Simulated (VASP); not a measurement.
# AlGa3N4 in VASP: notebook

Runs on AlGa3N4. Level: PBEsol. Tasks: single point.

Everything below comes from runs of VASP 6.6.1. Logs are shortened: lines on timing, memory, paths and dates and some standing lists are left out, and cuts for length are marked.

### 1 The cell of the first run

It takes space group P-42m (No. 111, tetragonal). Conventional cell: a = 4.468 Å, b = 4.468 Å, c = 4.155 Å, α = 90.00°, β = 90.00°, γ = 90.00°. Within 2.5 Å of Al (site symmetry -42m) lie 4 N at 1.85 Å. Within 2.5 Å of Ga (site symmetry 222) lie 4 N at 1.90 Å. Ga (site symmetry -42m) has 4 N at 1.91 Å within 2.5 Å. Within 2.5 Å of N (site symmetry m) lie 1 Al at 1.85 Å and 3 Ga at 1.90 to 1.91 Å.

### 2 Single point, PBEsol

INCAR reads:

```
SYSTEM = AlGa3N4
PREC = Accurate
ENCUT = 520
EDIFF = 1E-6
ISMEAR = 0
SIGMA = 0.05
LREAL = .FALSE.
LASPH = .TRUE.
NELM = 100
ALGO = Normal
ISIF = 2
LWAVE = .FALSE.
LCHARG = .FALSE.
GGA = PS
NBANDS = 41
```

KPOINTS reads:

```
regular mesh
0
G
  6 6 6
  0 0 0
```

POSCAR reads:

```
AlGa3N4
1.0
    4.1548469939      0.0000000000      0.0000000000
    0.0000000000      4.4675774128      0.0000000000
    0.0000000000      0.0000000000      4.4675774128
Al Ga N
1 3 4
Direct
    0.0000000000      0.0000000000      0.0000000000
    0.5000000000      0.5000000000      0.0000000000
    0.5000000000      0.0000000000      0.5000000000
    0.0000000000      0.5000000000      0.5000000000
    0.7550464072      0.7550464072      0.2449535928
    0.7550464072      0.2449535928      0.7550464072
    0.2449535928      0.7550464072      0.7550464072
    0.2449535928      0.2449535928      0.2449535928
```

Potentials or basis: VASP PAW PBE potentials, release 64 (Al, Ga_d, N).

Started as:

```
> cat potpaw_PBE.64/Al/POTCAR potpaw_PBE.64/Ga_d/POTCAR potpaw_PBE.64/N/POTCAR > POTCAR
> mpirun -np 1 vasp_std > vasp.out
```

OUTCAR:

```text
SYSTEM = AlGa3N4
   PREC = Accurate
   ENCUT = 520
   EDIFF = 1E-6
   ISMEAR = 0
   LREAL = .FALSE.
   LASPH = .TRUE.
   NELM = 100
   ISIF = 2
   GGA = PS

 ion  position               nearest neighbor table
   1  0.000  0.000  0.000-   5 1.85   6 1.85   7 1.85   8 1.85   2 3.05   3 3.05   3 3.05   2 3.05
                             2 3.05   3 3.05   3 3.05   2 3.05
   2  0.500  0.500  0.000-   5 1.90   6 1.90   7 1.90   8 1.90   1 3.05   1 3.05   1 3.05   1 3.05

   3  0.500  0.000  0.500-   5 1.90   6 1.90   7 1.90   8 1.90   1 3.05   1 3.05   1 3.05   1 3.05

   4  0.000  0.500  0.500-   5 1.91   6 1.91   7 1.91   8 1.91
   5  0.755  0.755  0.245-   1 1.85   3 1.90   2 1.90   4 1.91
   6  0.755  0.245  0.755-   1 1.85   3 1.90   2 1.90   4 1.91
   7  0.245  0.755  0.755-   1 1.85   3 1.90   2 1.90   4 1.91
   8  0.245  0.245  0.245-   1 1.85   3 1.90   2 1.90   4 1.91

  LATTYP: Found a simple tetragonal cell.
 ALAT       =     4.4675774128
 C/A-ratio  =     0.9300000000

  Lattice vectors:

 A1 = (   0.0000000000,   4.4675774128,   0.0000000000)
 A2 = (   0.0000000000,   0.0000000000,   4.4675774128)
 A3 = (   4.1548469939,   0.0000000000,   0.0000000000)

Analysis of symmetry for initial positions (statically):
=====================================================================
 Subroutine PRICEL returns:
 Original cell was already a primitive cell.

 Routine SETGRP: Setting up the symmetry group for a
 simple tetragonal supercell.

 Subroutine GETGRP returns: Found  8 space group operations
 (whereof  8 operations were pure point group operations)
 out of a pool of 16 trial point group operations.

The static configuration has the point symmetry D_2d.

Analysis of symmetry for dynamics (positions and initial velocities):
=====================================================================
 Subroutine PRICEL returns:
 Original cell was already a primitive cell.

 Routine SETGRP: Setting up the symmetry group for a
 simple tetragonal supercell.

 Subroutine GETGRP returns: Found  8 space group operations
 (whereof  8 operations were pure point group operations)
 out of a pool of 16 trial point group operations.

The dynamic configuration has the point symmetry D_2d.

 Subroutine INISYM returns: Found  8 space group operations
 (whereof  8 operations are pure point group operations),
 and found     1 'primitive' translations

----------------------------------------------------------------------------------------

                                     Primitive cell

  volume of cell :      82.9276

  direct lattice vectors                    reciprocal lattice vectors
     4.154846994  0.000000000  0.000000000     0.240682750  0.000000000  0.000000000
     0.000000000  4.467577413  0.000000000     0.000000000  0.223834957  0.000000000
     0.000000000  0.000000000  4.467577413     0.000000000  0.000000000  0.223834957

  length of vectors
     4.154846994  4.467577413  4.467577413     0.240682750  0.223834957  0.223834957

  position of ions in fractional coordinates (direct lattice)
     0.000000000  0.000000000  0.000000000
     0.500000000  0.500000000  0.000000000
     0.500000000  0.000000000  0.500000000
     0.000000000  0.500000000  0.500000000
     0.755046407  0.755046407  0.244953593
     0.755046407  0.244953593  0.755046407
     0.244953593  0.755046407  0.755046407
     0.244953593  0.244953593  0.244953593

  ion indices of the primitive-cell ions
   primitive index   ion index
                 1           1
                 2           2
                 3           3
                 4           4
                 5           5
                 6           6
                 7           7
                 8           8

----------------------------------------------------------------------------------------

 KPOINTS: regular mesh

Automatic generation of k-mesh.
 Grid dimensions read from file:
 generate k-points for:    6    6    6

 Generating k-lattice:

  Cartesian coordinates                     Fractional coordinates (reciprocal lattice)
     0.040113792  0.000000000  0.000000000     0.166666667  0.000000000  0.000000000
     0.000000000  0.037305826  0.000000000     0.000000000  0.166666667  0.000000000
     0.000000000  0.000000000  0.037305826     0.000000000  0.000000000  0.166666667

  Length of vectors
     0.040113792  0.037305826  0.037305826

  Shift w.r.t. Gamma in fractional coordinates (k-lattice)
     0.000000000  0.000000000  0.000000000

 Subroutine IBZKPT returns following result:
 ===========================================

 Found     40 irreducible k-points:

 Following reciprocal coordinates:
            Coordinates               Weight
  0.000000  0.000000  0.000000      1.000000
  0.166667  0.000000  0.000000      2.000000
  0.333333  0.000000  0.000000      2.000000
  0.500000  0.000000  0.000000      1.000000
  0.000000  0.166667  0.000000      4.000000
  0.166667  0.166667  0.000000      8.000000
[... 16 lines left out ...]
  0.333333  0.333333  0.166667     16.000000
  0.500000  0.333333  0.166667      8.000000
 [... further k-points ...]
   k-points           NKPTS =     40   k-points in BZ     NKDIM =     40   number of bands    NBANDS=     41
   number of dos      NEDOS =    301   number of ions     NIONS =      8
   total plane-waves  NPLWV =  41472
   dimension x,y,z NGX =    32 NGY =   36 NGZ =   36
   dimension x,y,z NGXF=    64 NGYF=   72 NGZF=   72
   ions per type =               1   3   4
   NGX,Y,Z   is equivalent  to a cutoff of  12.80, 13.40, 13.40 a.u.
   NGXF,Y,Z  is equivalent  to a cutoff of  25.61, 26.79, 26.79 a.u.
 SYSTEM =  AlGa3N4
   PREC   = accura    normal or accurate (medium, high low for compatibility)
   ISTART =      0    job   : 0-new  1-cont  2-samecut
   ICHARG =      2    charge: 1-file 2-atom 10-const
   ISPIN  =      1    spin polarized calculation?
   LNONCOLLINEAR =      F non collinear calculations
   LSORBIT =      F    spin-orbit coupling
   LASPH  =      T    aspherical Exc in radial PAW
   ENCUT  =  520.0 eV  38.22 Ry    6.18 a.u.   7.73  8.31  8.31*2*pi/ulx,y,z
   NELM   =    100;   NELMIN=  2; NELMDL= -5     # of ELM steps
   EDIFF  = 0.1E-05   stopping-criterion for ELM
   LREAL  =      F    real-space projection
   EDIFFG = 0.1E-04   stopping-criterion for IOM
   NSW    =      0    number of steps for IOM
   IBRION =     -1    ionic relax: 0-MD 1-quasi-New 2-CG
   NFREE  =      0    steps in history (QN), initial steepest desc. (CG)
   ISIF   =      2    stress and relaxation
   ISYM   =      2    0-nonsym 1-usesym 2-fastsym
   POTIM  = 0.5000    time-step for ionic-motion
   TEBEG  =    0.0;   TEEND  =   0.0 temperature during run
   PSTRESS=    0.0 pullay stress
   NELECT =      62.0000    total number of electrons
   NUPDOWN=      -1.0000    fix difference up-down
   EMIN   =  10.00;   EMAX   =-10.00  energy-range for DOS
   EFERMI =   0.00;   METHOD = LEGACY
   ISMEAR =     0;   SIGMA  =   0.05  broadening in eV -4-tet -1-fermi 0-gaus
   EFERMI_NEDOS =   21; number of points for ismear=-14 and -15
   IALGO  =     38    algorithm
   IMIX   =      4    mixing-type and parameters
     AMIX     =   0.40;   BMIX     =  1.00
     AMIX_MAG =   1.60;   BMIX_MAG =  1.00
  volume/ion in A,a.u.               =      10.37        69.95
  Fermi-wavevector in a.u.,A,eV,Ry     =   1.485841  2.807832 30.037900  2.207723
  Thomas-Fermi vector in A             =   2.599202
   LORBIT       =      0    0 simple, 1 ext, 2 COOP (PROOUT), +10 PAW based schemes
   GGA     = PS    functional components
   LHFCALC =     F    Hartree Fock is set to
   AEXX    =    0.0000 exact exchange contribution
   IVDW    =     0    specifies the selected vdW correction
   LEPSILON=     F    determine dielectric tensor
   LRPA    =     F    only Hartree local field effects (RPA)
 non-spin polarized calculation
 Gauss-broadening in eV      SIGMA  =   0.05
  energy-cutoff  :      520.00
  volume of cell :       82.93
 maximum number of plane-waves:      2272
 NGX is ok and might be reduce to    32
   NGX = 15   NGY = 17   NGZ = 17

 number of electron      61.9999966 magnetization

 Free energy of the ion-electron system (eV)
  ---------------------------------------------------
  ext. energy  EPLUGINS =         0.00000000
  ---------------------------------------------------
  free energy    TOTEN  =       -54.58302813 eV

  energy without entropy =      -54.58302813  energy(sigma->0) =      -54.58302813

 E-fermi :   6.5076     XC(G=0): -12.1266

 val. band max:        6.2997985424   @ k =   0.0000   0.0000   0.0000
 cond. band min:       8.9175836414   @ k =   0.0000   0.0000   0.0000
 fundamental gap:      2.6177850991
 Fermi energy:         6.5075890159

 k-point     1 :       0.0000    0.0000    0.0000
  band No.  band energies     occupation
      1     -10.1688      2.00000
      2      -8.5638      2.00000
      3      -8.5638      2.00000
      4      -8.5434      2.00000
      5      -7.0762      2.00000
      6      -7.0447      2.00000
[... 33 lines left out ...]
     40      17.4900      0.00000
     41      17.5011      0.00000

 k-point     2 :       0.1667    0.0000    0.0000
  band No.  band energies     occupation
      1     -10.0296      2.00000
      2      -8.5911      2.00000
      3      -8.5692      2.00000
      4      -8.5692      2.00000
      5      -7.0572      2.00000
      6      -7.0415      2.00000
[... 33 lines left out ...]
     40      17.6411      0.00000
     41      18.0107      0.00000

 k-point     3 :       0.3333    0.0000    0.0000
  band No.  band energies     occupation
      1      -9.6516      2.00000
      2      -8.7741      2.00000
      3      -8.5798      2.00000
      4      -8.5798      2.00000
      5      -7.0236      2.00000
      6      -7.0236      2.00000
[... 33 lines left out ...]
     40      17.9524      0.00000
     41      18.0472      0.00000

 k-point     4 :       0.5000    0.0000    0.0000
  band No.  band energies     occupation
      1      -9.2230      2.00000
      2      -9.0997      2.00000
      3      -8.5851      2.00000
      4      -8.5851      2.00000
      5      -6.9953      2.00000
      6      -6.9943      2.00000
[... 825 lines left out ...]
     40      16.7404      0.00000
     41      17.1081      0.00000

 k-point    23 :       0.3333    0.3333    0.1667
  band No.  band energies     occupation
      1      -9.2637      2.00000
      2      -8.7794      2.00000
      3      -8.7106      2.00000
      4      -8.6479      2.00000
      5      -7.0458      2.00000
      6      -7.0163      2.00000
[... 33 lines left out ...]
     40      16.4751      0.00000
     41      16.6061      0.00000

 k-point    24 :       0.5000    0.3333    0.1667
  band No.  band energies     occupation
      1      -9.0297      2.00000
      2      -8.8939      2.00000
      3      -8.7258      2.00000
      4      -8.6780      2.00000
      5      -7.0422      2.00000
      6      -7.0216      2.00000
[... 33 lines left out ...]
     40      16.2650      0.00000
     41      16.6551      0.00000

 [... further k-points ...]

------------------------ aborting loop because EDIFF is reached ----------------------------------------

  FORCE on cell =-STRESS in cart. coord.  units (eV):
  Direction    XX          YY          ZZ          XY          YZ          ZX
  --------------------------------------------------------------------------------------
  -------------------------------------------------------------------------------------
  Total       10.3658481      6.8678143      6.8678143      0.0000000      0.0000000      0.0000000
  in kB      200.2701465    132.6874705    132.6874705      0.0000000      0.0000000      0.0000000
  external PRESSURE =     155.2150292 kB  Pullay stress =       0.0000000 kB

 VOLUME and BASIS-vectors are now :
 -----------------------------------------------------------------------------
  energy-cutoff  :      520.00
  volume of cell :       82.93
      direct lattice vectors                 reciprocal lattice vectors
     4.154846994  0.000000000  0.000000000     0.240682750  0.000000000  0.000000000
     0.000000000  4.467577413  0.000000000     0.000000000  0.223834957  0.000000000
     0.000000000  0.000000000  4.467577413     0.000000000  0.000000000  0.223834957

 POSITION                                       TOTAL-FORCE (eV/Angst)
 -----------------------------------------------------------------------------------
      0.00000      0.00000      0.00000         0.000000     -0.000000      0.000000
      2.07742      2.23379      0.00000         0.000000     -0.000000     -0.000000
      2.07742      0.00000      2.23379         0.000000      0.000000      0.000000
      0.00000      2.23379      2.23379         0.000000     -0.000000      0.000000
      3.13710      3.37323      1.09435         0.073405     -0.038946      0.038946
      3.13710      1.09435      3.37323         0.073405      0.038946     -0.038946
      1.01774      3.37323      3.37323        -0.073405     -0.038946     -0.038946
      1.01774      1.09435      1.09435        -0.073405      0.038946      0.038946
 -----------------------------------------------------------------------------------
    total drift:                               -0.000000     -0.000000     -0.000000

  FREE ENERGIE OF THE ION-ELECTRON SYSTEM (eV)
  ---------------------------------------------------
  free  energy   TOTEN  =       -54.5830281301 eV

  energy  without entropy=      -54.5830281301  energy(sigma->0) =      -54.58302813
```

It took 1.7 min on 1 thread of Intel Xeon 6975P-C (Granite Rapids), shared host; peak memory 0.25 GiB.

What came out:

```yaml
Free_energy: -54.5830 eV
Pressure: 15.5 GPa
Largest_force: 0.092 eV/Å
Band_gap_on_the_k_mesh: 2.62 eV
```

Forces in eV/Å, atoms in the order of the input:
```
Al   0.000  0.000  0.000
Ga   0.000  0.000  0.000
Ga   0.000  0.000  0.000
Ga   0.000  0.000  0.000
N    0.073 -0.039  0.039
N    0.073  0.039 -0.039
N   -0.073 -0.039 -0.039
N   -0.073  0.039  0.039
```

Stress tensor (GPa, compression positive):
```
20.03  0.00  0.00
 0.00 13.27  0.00
 0.00  0.00 13.27
```

Caveat: the stress differs along the axes, from 13 to 20 GPa; the PAW data sets were made with another functional, which shifts forces and pressure a little.

### 3 Single point, PBEsol (atoms displaced along a vibrational mode, the cell strained)

INCAR reads:

```
ALGO = Normal
EDIFF = 1E-6
ENCUT = 520
GGA = PS
ISIF = 2
ISMEAR = 0
LASPH = T
LCHARG = F
LREAL = F
LWAVE = F
NBANDS = 41
NELM = 100
PREC = Accurate
SIGMA = 0.05
```

KPOINTS reads:

```
k-points
0
Gamma
  6 6 6
```

POSCAR reads:

```
AlGa3N4
1.0
    4.1548469939      0.0000000000      0.0000000000
    0.0000000000      4.4675774128      0.0000000000
    0.0000000000      0.0000000000      4.4675774128
Al Ga N
1 3 4
Direct
    0.0000000000      0.0000000000      0.0000000000
    0.4815783830      0.5000000336      0.0000000000
    0.5184216170      0.0000000000      0.4999997448
    0.0000000000      0.4999999664      0.5000002552
    0.7550464963      0.7493609283      0.2392682031
    0.7550463181      0.2506389141      0.7607318177
    0.2449536612      0.7607318861      0.7493609967
    0.2449535244      0.2392682715      0.2506389825
```

Potentials or basis: VASP PAW PBE potentials, release 64 (Al, Ga_d, N).

Started as:

```
> cat potpaw_PBE.64/Al/POTCAR potpaw_PBE.64/Ga_d/POTCAR potpaw_PBE.64/N/POTCAR > POTCAR
> mpirun -np 1 vasp_std > vasp.out
```

It took 1.9 min on 1 thread of Intel Xeon 6975P-C (Granite Rapids), shared host; peak memory 0.26 GiB.

Results (log left out):

```yaml
Free_energy: -54.5289 eV
Pressure: 15.4 GPa
Largest_force: 0.671 eV/Å
Band_gap_on_the_k_mesh: 2.61 eV
```

Forces in eV/Å, atoms in the order of the input:
```
Al   0.000  0.000  0.000
Ga   0.671  0.000  0.000
Ga  -0.671  0.000  0.000
Ga   0.000  0.000  0.000
N    0.056 -0.009  0.064
N    0.056  0.009 -0.064
N   -0.056 -0.064 -0.009
N   -0.056  0.064  0.009
```

Stress tensor (GPa, compression positive):
```
19.65  0.00  0.00
 0.00 13.24  0.00
 0.00  0.00 13.24
```

Levels at points of the mesh, in eV from the valence-band top:
```
           k point  band 28  band 29  band 30  band 31  band 32  band 33  band 34  band 35
(0.00, 0.00, 0.00)    -2.61    -0.28    -0.28     0.00     2.61     2.91     3.36     3.36
(0.50, 0.00, 0.00)    -2.04    -2.04    -1.71    -1.71     5.11     5.28     6.57     6.57
(0.00, 0.50, 0.00)    -1.72    -1.58    -1.39    -1.25     4.89     4.95     5.87     5.91
(0.50, 0.50, 0.00)    -1.12    -1.08    -0.98    -0.72     6.95     7.22     7.23     7.50
(0.00, 0.50, 0.50)    -1.61    -1.49    -1.49    -1.16     6.77     6.77     6.86     6.93
(0.50, 0.50, 0.50)    -1.06    -0.72    -0.67    -0.67     5.11     5.15     5.15     6.33
```

Caveat: the cell differs from its parent crystal (atoms displaced along a vibrational mode, the cell strained); the stress differs along the axes, from 13 to 20 GPa; the PAW data sets were made with another functional, which shifts forces and pressure a little.
